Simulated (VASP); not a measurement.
**Al: single point with BLYP**

Al:

```
Al
1.0
     0.00000    2.03821    2.03821
     2.03821    0.00000    2.03821
     2.03821    2.03821    0.00000
Al
1
Direct
  0.00000 0.00000 0.00000
```

```
Program             : VASP 6.6.1
Task                : single point
Functional          : BLYP
Potentials or basis : VASP PAW PBE potentials, release 64 (Al)
Cutoff              : 520 eV
k mesh              : 11 × 11 × 11
Occupations         : fermi-dirac, width 0.05 eV
Spin                : no spin polarisation
```

```json
{
  "Pressure": "1.8 GPa"
}
```

Levels at points of the mesh, in eV from the Fermi level:
```csv
k point,band 1,band 2,band 3,band 4,band 5,band 6
"(0.00, 0.00, 0.00)",-10.96,12.41,12.41,12.41,13.54,13.54
```

Run time: 6 s on 1 thread of Intel Xeon 6975P-C, with other jobs on the host, peak memory 0.13 GiB.

Caveat: the PAW data sets were made with another functional, which shifts forces and pressure a little.
